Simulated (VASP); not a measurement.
# CoCl2O2 (C2/m) in VASP: notebook

Runs on CoCl2O2. Level: LDA+U. Tasks: single point.

Everything below comes from runs of VASP 6.6.1. Logs are shortened: lines on timing, memory, paths and dates and some standing lists are left out, and cuts for length are marked.

## 1. The cell of the first run

The structure is monoclinic, space group C2/m (No. 12). Conventional cell: a = 6.546 Å, b = 5.964 Å, c = 3.403 Å, α = 90.00°, β = 100.92°, γ = 90.00°. Co (site symmetry 2/m) has 2 O at 1.69 Å within 2.2 Å. Cl (site symmetry m) has 4 Co at 2.32 to 3.57 Å and 8 O at 2.35 to 3.08 Å and 6 Cl at 3.03 to 3.41 Å within 3.6 Å. Within 2.2 Å of O (site symmetry 2) lie 1 Co at 1.69 Å.

## 2. Single point, LDA+U, collinear spin, ferromagnetic start

The input, INCAR:

```
PREC = Accurate
ENCUT = 520
EDIFF = 1E-6
ISMEAR = -1
SIGMA = 0.05
LREAL = F
LASPH = T
NELM = 150
ALGO = Normal
ISIF = 2
LWAVE = F
LCHARG = T
ISPIN = 2
MAGMOM = 2 0 0 0 0
LORBIT = 11
LMAXMIX = 4
LDAU = T
LDAUTYPE = 2
LDAUL = 2 -1 -1
LDAUU = 4 0 0
LDAUJ = 0 0 0
LDAUPRINT = 1
GGA = CA
LELF = T
LVHAR = T
NBANDS = 30
```

The input, KPOINTS:

```
regular mesh
0
Gamma
  5 5 8
```

The input, POSCAR:

```
CoCl2O2
1.0
    3.2701445352     -2.9819627296     -0.1309180884
    3.2701445352      2.9819627296     -0.1309180884
   -0.5103292376      0.0000000000      3.3647241217
Co Cl O
1 2 2
Direct
    0.0000000000      0.0000000000      0.0000000000
    0.7496535290      0.7496535290      0.4194528349
    0.2503464710      0.2503464710      0.5805471651
    0.7172973520      0.2827026480      0.0000000000
    0.2827026480      0.7172973520      0.0000000000
```

Potentials or basis: VASP PAW LDA potentials, release 64 (Co, Cl, O).

Command:

```bash
> cat potpaw_LDA.64/Co/POTCAR potpaw_LDA.64/Cl/POTCAR potpaw_LDA.64/O/POTCAR > POTCAR
> mpirun -np 1 vasp_std > vasp.out
```

OUTCAR:

```text
PREC = Accurate
   ENCUT = 520
   EDIFF = 1E-6
   ISMEAR = -1
   LREAL = F
   LASPH = T
   NELM = 150
   ISIF = 2
   ISPIN = 2
   LORBIT = 11
   GGA = CA

 ion  position               nearest neighbor table
   1  0.000  0.000  0.000-   4 1.69   5 1.69   3 2.32   2 2.32   3 2.37   2 2.37
   2  0.750  0.750  0.419-   1 2.32   1 2.37
   3  0.250  0.250  0.581-   1 2.32   1 2.37
   4  0.717  0.283  0.000-   1 1.69
   5  0.283  0.717  0.000-   1 1.69

  LATTYP: Found a base centered monoclinic cell.
 ALAT       =     6.5455281917
 B/A-ratio  =     0.9111450267
 C/A-ratio  =     0.5199282489
 COS(beta)  =    -0.1893854360

  Lattice vectors:

 A1 = (   3.2701445352,  -2.9819627296,  -0.1309180884)
 A2 = (   3.2701445352,   2.9819627296,  -0.1309180884)
 A3 = (  -0.5103292376,   0.0000000000,   3.3647241217)

Analysis of symmetry for initial positions (statically):
=====================================================================
 Subroutine PRICEL returns:
 Original cell was already a primitive cell.

 Routine SETGRP: Setting up the symmetry group for a
 base centered monoclinic supercell.

 Subroutine GETGRP returns: Found  4 space group operations
 (whereof  4 operations were pure point group operations)
 out of a pool of  4 trial point group operations.

The static configuration has the point symmetry C_2h.

Analysis of symmetry for dynamics (positions and initial velocities):
=====================================================================
 Subroutine PRICEL returns:
 Original cell was already a primitive cell.

 Routine SETGRP: Setting up the symmetry group for a
 base centered monoclinic supercell.

 Subroutine GETGRP returns: Found  4 space group operations
 (whereof  4 operations were pure point group operations)
 out of a pool of  4 trial point group operations.

The dynamic configuration has the point symmetry C_2h.

Analysis of structural, dynamic, and magnetic symmetry:
=====================================================================
 Subroutine PRICEL returns:
 Original cell was already a primitive cell.

 Routine SETGRP: Setting up the symmetry group for a
 base centered monoclinic supercell.

[... 179 lines left out ...]
  o =  0.8753  v = -0.7287 -0.6849  0.0000  0.0000  0.0000  0.0000  0.0000  0.0000  0.0000  0.0000      0.0000  0.0000  0.0000  0.0000  0.0000  0.0000  0.0000  0.0000  0.0000  0.0000
  o =  0.9431  v =  0.0000  0.0000  0.0000  0.0000  0.0000  0.0000  0.0000 -0.8246  0.2898  0.4858      0.0000  0.0000  0.0000  0.0000  0.0000  0.0000  0.0000  0.0000  0.0000  0.0000
  o =  0.9493  v =  0.0000  0.0000  0.8363  0.1491 -0.5276  0.0000  0.0000  0.0000  0.0000  0.0000      0.0000  0.0000  0.0000  0.0000  0.0000  0.0000  0.0000  0.0000  0.0000  0.0000
  o =  0.9603  v =  0.0000  0.0000 -0.1540  0.9875  0.0350  0.0000  0.0000  0.0000  0.0000  0.0000      0.0000  0.0000  0.0000  0.0000  0.0000  0.0000  0.0000  0.0000  0.0000  0.0000
  o =  0.9984  v = -0.6849  0.7287  0.0000  0.0000  0.0000  0.0000  0.0000  0.0000  0.0000  0.0000      0.0000  0.0000  0.0000  0.0000  0.0000  0.0000  0.0000  0.0000  0.0000  0.0000

 number of electron      35.0000014 magnetization       1.6422009

 Free energy of the ion-electron system (eV)
  ---------------------------------------------------
  ext. energy  EPLUGINS =         0.00000000
  ---------------------------------------------------
  free energy    TOTEN  =       -20.94070215 eV

  energy without entropy =      -20.91600144  energy(sigma->0) =      -20.92835179

 E-fermi :   3.9749     XC(G=0): -11.3324

 val. band max:        3.9739223664   @ k =  -0.2000   0.4000   0.2500
 cond. band min:       3.9751397294   @ k =   0.4000  -0.0000   0.2500
 fundamental gap:      0.0012173630
 Fermi energy:         3.9748717012

 spin component 1

 k-point     1 :       0.0000    0.0000    0.0000
  band No.  band energies     occupation
      1     -14.5224      1.00000
      2     -12.6899      1.00000
      3     -10.8282      1.00000
      4     -10.5325      1.00000
      5      -2.9261      1.00000
      6      -2.8388      1.00000
[... 1529 lines left out ...]
     28      15.8623      0.00000
     29      17.6401      0.00000

 [... further k-points ...]

 [bands above 29 left out]

------------------------ aborting loop because EDIFF is reached ----------------------------------------

  FORCE on cell =-STRESS in cart. coord.  units (eV):
  Direction    XX          YY          ZZ          XY          YZ          ZX
  --------------------------------------------------------------------------------------
  -------------------------------------------------------------------------------------
  Total       -0.3052458     -1.5650637     -0.4489882      0.0000000      0.0000000     -0.1337352
  in kB       -7.4981947    -38.4449309    -11.0291473      0.0000000      0.0000000     -3.2851311
  external PRESSURE =     -18.9907576 kB  Pullay stress =       0.0000000 kB

 VOLUME and BASIS-vectors are now :
 -----------------------------------------------------------------------------
  energy-cutoff  :      520.00
  volume of cell :       65.22
      direct lattice vectors                 reciprocal lattice vectors
     3.270144535 -2.981962730 -0.130918088     0.153832516 -0.167674799  0.023331848
     3.270144535  2.981962730 -0.130918088     0.153832516  0.167674799  0.023331848
    -0.510329238  0.000000000  3.364724122     0.011970942  0.000000000  0.299016824

 POSITION                                       TOTAL-FORCE (eV/Angst)
 -----------------------------------------------------------------------------------
      0.00000      0.00000      0.00000        -0.000000      0.000000     -0.000000
      4.68889      0.00000      1.21506         0.069359      0.000000      0.018772
      1.34107      0.00000      1.88783        -0.069359      0.000000     -0.018772
      3.27014     -1.29595     -0.13092        -0.000000     -0.447105      0.000000
      3.27014      1.29595     -0.13092        -0.000000      0.447105     -0.000000
 -----------------------------------------------------------------------------------
    total drift:                                0.000000     -0.000000      0.000000

  FREE ENERGIE OF THE ION-ELECTRON SYSTEM (eV)
  ---------------------------------------------------
  free  energy   TOTEN  =       -20.9407021527 eV

  energy  without entropy=      -20.9160014351  energy(sigma->0) =      -20.92835179

 total charge

# of ion       s       p       d       tot
------------------------------------------
    1        0.457   0.769   7.350   8.576
    2        1.632   3.311   0.000   4.943
    3        1.632   3.311   0.000   4.943
    4        1.608   3.208   0.000   4.816
    5        1.608   3.208   0.000   4.816
--------------------------------------------------
tot          6.937  13.807   7.350  28.094

 magnetization (x)

# of ion       s       p       d       tot
------------------------------------------
    1        0.007   0.004   1.653   1.664
    2        0.001  -0.075   0.000  -0.074
    3        0.001  -0.075   0.000  -0.074
    4        0.001   0.047   0.000   0.048
    5        0.001   0.047   0.000   0.048
--------------------------------------------------
tot          0.011  -0.052   1.653   1.612
```

OSZICAR:

```text
N       E                     dE             d eps       ncg     rms          rms(c)
DAV:   1     0.284181599042E+03    0.28418E+03   -0.15868E+04  7584   0.117E+03
DAV:   2    -0.624570932806E+00   -0.28481E+03   -0.25915E+03  8362   0.302E+02
DAV:   3    -0.293575128740E+02   -0.28733E+02   -0.27778E+02  8840   0.104E+02
[... 11 lines left out ...]
DAV:  15    -0.209406258803E+02   -0.32388E-03   -0.30318E-04 10590   0.153E-01    0.628E-02
DAV:  16    -0.209406867017E+02   -0.60821E-04   -0.47428E-05 10360   0.661E-02    0.327E-02
DAV:  17    -0.209406977896E+02   -0.11088E-04   -0.11979E-05 11026   0.365E-02    0.166E-02
DAV:  18    -0.209407016320E+02   -0.38424E-05   -0.36171E-06  8766   0.224E-02    0.732E-03
DAV:  19    -0.209407021527E+02   -0.52074E-06   -0.18289E-06  6004   0.164E-02
   1 F= -.20940702E+02 E0= -.20928352E+02  d E =-.247007E-01  mag=     1.6421
```

Wall time 2.6 min (1 thread of Intel Xeon Platinum 8488C (Sapphire Rapids), shared host); peak memory 0.3 GiB.

What came out:

```
Free energy                                           : -20.9407 eV
Pressure                                              : -1.9 GPa
Largest force                                         : 0.447 eV/Å
Net moment                                            : 1.64 μB per cell
Site moments                                          : Co +1.66; Cl -0.07; O +0.05 μB
Valence electrons inside the program's atomic spheres : Co 8.58; Cl 4.94; O 4.82
```

Forces on the atoms (eV/Å):
```
Co   0.000  0.000  0.000
Cl   0.069  0.000  0.019
Cl  -0.069  0.000 -0.019
O    0.000 -0.447  0.000
O    0.000  0.447  0.000
```

Eigenvalues of the final occupation matrices:
```csv
site,spin,trace,eigenvalues
site 1 d,1,4.52,0.74 0.88 0.95 0.96 1.00
site 1 d,2,2.87,0.28 0.40 0.61 0.63 0.94
```

Caveat: a cell with one magnetic atom can't hold antiferromagnetic order, which such compounds often take. The state reached can hang on the start; a lower one may exist.

## 3. Single point, LDA+U, collinear spin, ferromagnetic start

This run uses another cell than the first one, of 13.35 Å³/atom.

The input, INCAR:

```
PREC = Accurate
ENCUT = 520
EDIFF = 1E-6
ISMEAR = -1
SIGMA = 0.05
LREAL = False
LASPH = True
NELM = 150
ALGO = Normal
ISIF = 2
LWAVE = False
LCHARG = False
ISPIN = 2
MAGMOM = 2 0 0 0 0
LORBIT = 11
LMAXMIX = 4
LDAU = True
LDAUTYPE = 2
LDAUL = 2 -1 -1
LDAUU = 5 0 0
LDAUJ = 0 0 0
LDAUPRINT = 1
NBANDS = 30
```

KPOINTS is that of step 2.

The input, POSCAR:

```
CoCl2O2
1.0
    3.3234300736     -2.9770126521     -0.2519750658
    3.3234300736      2.9770126521     -0.2519750658
   -0.6334750813      0.0000000000      3.4214940981
Co Cl O
1 2 2
Direct
    0.0000000000      0.0000000000      0.0000000000
    0.7442309373      0.7442309373      0.4235309488
    0.2557690627      0.2557690627      0.5764690512
    0.7148786896      0.2851213104      0.0000000000
    0.2851213104      0.7148786896      0.0000000000
```

Potentials or basis: VASP PAW LDA potentials, release 64 (Co, Cl, O).

Command:

```bash
> cat potpaw_LDA.64/Co/POTCAR potpaw_LDA.64/Cl/POTCAR potpaw_LDA.64/O/POTCAR > POTCAR
> mpirun -np 1 vasp_std > vasp.out
```

OUTCAR:

```text
PREC = Accurate
   ENCUT = 520
   EDIFF = 1E-6
   ISMEAR = -1
   LREAL = False
   LASPH = True
   NELM = 150
   ISIF = 2
   ISPIN = 2
   LORBIT = 11

 ion  position               nearest neighbor table
   1  0.000  0.000  0.000-   4 1.70   5 1.70   3 2.28   2 2.28   3 2.52   2 2.52
   2  0.744  0.744  0.424-   1 2.28   4 2.29   5 2.29   1 2.52
   3  0.256  0.256  0.576-   1 2.28   5 2.29   4 2.29   1 2.52
   4  0.715  0.285  0.000-   1 1.70   2 2.29   3 2.29
   5  0.285  0.715  0.000-   1 1.70   2 2.29   3 2.29

  LATTYP: Found a base centered monoclinic cell.
 ALAT       =     6.6659369598
 B/A-ratio  =     0.8932015619
 C/A-ratio  =     0.5220035247
 COS(beta)  =    -0.2558681906

  Lattice vectors:

 A1 = (   3.3234300736,  -2.9770126521,  -0.2519750658)
 A2 = (   3.3234300736,   2.9770126521,  -0.2519750658)
 A3 = (  -0.6334750813,   0.0000000000,   3.4214940981)

Analysis of symmetry for initial positions (statically):
=====================================================================
 Subroutine PRICEL returns:
 Original cell was already a primitive cell.

 Routine SETGRP: Setting up the symmetry group for a
 base centered monoclinic supercell.

 Subroutine GETGRP returns: Found  4 space group operations
 (whereof  4 operations were pure point group operations)
 out of a pool of  4 trial point group operations.

The static configuration has the point symmetry C_2h.

Analysis of symmetry for dynamics (positions and initial velocities):
=====================================================================
 Subroutine PRICEL returns:
 Original cell was already a primitive cell.

 Routine SETGRP: Setting up the symmetry group for a
 base centered monoclinic supercell.

 Subroutine GETGRP returns: Found  4 space group operations
 (whereof  4 operations were pure point group operations)
[... 201 lines left out ...]
  ext. energy  EPLUGINS =         0.00000000
  ---------------------------------------------------
  free energy    TOTEN  =       -20.28967968 eV

  energy without entropy =      -20.26582390  energy(sigma->0) =      -20.27775179

 E-fermi :   3.7448     XC(G=0): -11.1992

 val. band max:        3.7339391809   @ k =  -0.4000   0.4000   0.2500
 cond. band min:       3.7689262681   @ k =  -0.2000   0.2000   0.1250
 fundamental gap:      0.0349870872
 Fermi energy:         3.7447923693

 spin component 1

 k-point     1 :       0.0000    0.0000    0.0000
  band No.  band energies     occupation
      1     -14.8171      1.00000
      2     -12.9621      1.00000
      3     -10.9813      1.00000
      4     -10.7405      1.00000
      5      -3.4474      1.00000
      6      -3.2379      1.00000
[... 1529 lines left out ...]
     28      15.4347      0.00000
     29      17.1787      0.00000

 [... further k-points ...]

 [bands above 29 left out]

------------------------ aborting loop because EDIFF is reached ----------------------------------------

  FORCE on cell =-STRESS in cart. coord.  units (eV):
  Direction    XX          YY          ZZ          XY          YZ          ZX
  --------------------------------------------------------------------------------------
  -------------------------------------------------------------------------------------
  Total       -0.4027527     -1.8967986     -0.5921324      0.0000000      0.0000000     -0.2300110
  in kB       -9.6666409    -45.5258774    -14.2120239      0.0000000      0.0000000     -5.5205932
  external PRESSURE =     -23.1348474 kB  Pullay stress =       0.0000000 kB

 VOLUME and BASIS-vectors are now :
 -----------------------------------------------------------------------------
  energy-cutoff  :      520.00
  volume of cell :       66.75
      direct lattice vectors                 reciprocal lattice vectors
     3.323430074 -2.977012652 -0.251975066     0.152588917 -0.167953603  0.028251189
     3.323430074  2.977012652 -0.251975066     0.152588917  0.167953603  0.028251189
    -0.633475081  0.000000000  3.421494098     0.022474744  0.000000000  0.296431080

 POSITION                                       TOTAL-FORCE (eV/Angst)
 -----------------------------------------------------------------------------------
      0.00000      0.00000      0.00000        -0.000000     -0.000000      0.000000
      4.67850      0.00000      1.07405         0.083520     -0.000000      0.047722
      1.33488      0.00000      1.84349        -0.083520     -0.000000     -0.047722
      3.32343     -1.27939     -0.25198        -0.000000     -0.573243      0.000000
      3.32343      1.27939     -0.25198        -0.000000      0.573243      0.000000
 -----------------------------------------------------------------------------------
    total drift:                               -0.000000      0.000000      0.000000

  FREE ENERGIE OF THE ION-ELECTRON SYSTEM (eV)
  ---------------------------------------------------
  free  energy   TOTEN  =       -20.2896796806 eV

  energy  without entropy=      -20.2658238952  energy(sigma->0) =      -20.27775179

 total charge

# of ion       s       p       d       tot
------------------------------------------
    1        0.458   0.725   7.331   8.515
    2        1.634   3.299   0.000   4.933
    3        1.634   3.299   0.000   4.933
    4        1.608   3.207   0.000   4.815
    5        1.608   3.207   0.000   4.815
--------------------------------------------------
tot          6.942  13.736   7.331  28.010

 magnetization (x)

# of ion       s       p       d       tot
------------------------------------------
    1        0.024   0.004   1.907   1.935
    2        0.002  -0.055   0.000  -0.053
    3        0.002  -0.055   0.000  -0.053
    4        0.001   0.078   0.000   0.079
    5        0.001   0.078   0.000   0.079
--------------------------------------------------
tot          0.031   0.051   1.907   1.989
```

stdout:

```text
POSCAR found type information on POSCAR CoClO
 POSCAR found :  3 types and       5 ions
 scaLAPACK will be used
 LDA part: xc-table for (Slater(with rela. corr.)+CA(PZ))
 , standard interpolation
 POSCAR, INCAR and KPOINTS ok, starting setup
 FFT: planning ... GRIDC
 FFT: planning ... GRID_SOFT
 FFT: planning ... GRID
 WAVECAR not read
 entering main loop
```

It took 3.5 min on 1 thread of Intel Xeon Platinum 8488C (Sapphire Rapids), shared host; peak memory 0.3 GiB.

What came out:

```yaml
Free_energy: -20.2897 eV
Pressure: -2.3 GPa
Largest_force: 0.573 eV/Å
Net_moment: 2.03 μB per cell
Site_moments: Co +1.94; Cl -0.05; O +0.08 μB
Valence_electrons_inside_the_program's_atomic_spheres: Co 8.52; Cl 4.93; O 4.82
```

Forces on the atoms (eV/Å):
```
Co   0.000  0.000  0.000
Cl   0.084  0.000  0.048
Cl  -0.084  0.000 -0.048
O    0.000 -0.573  0.000
O    0.000  0.573  0.000
```

Eigenvalues of the final occupation matrices:
| site | spin | trace | eigenvalues |
| --- | --- | --- | --- |
| site 1 d | 1 | 4.64 | 0.78 0.91 0.96 0.99 1.00 |
| site 1 d | 2 | 2.73 | 0.20 0.33 0.60 0.66 0.95 |

Caveat: a cell with one magnetic atom can't hold antiferromagnetic order, which such compounds often take. The state reached can hang on the start; a lower one may exist.
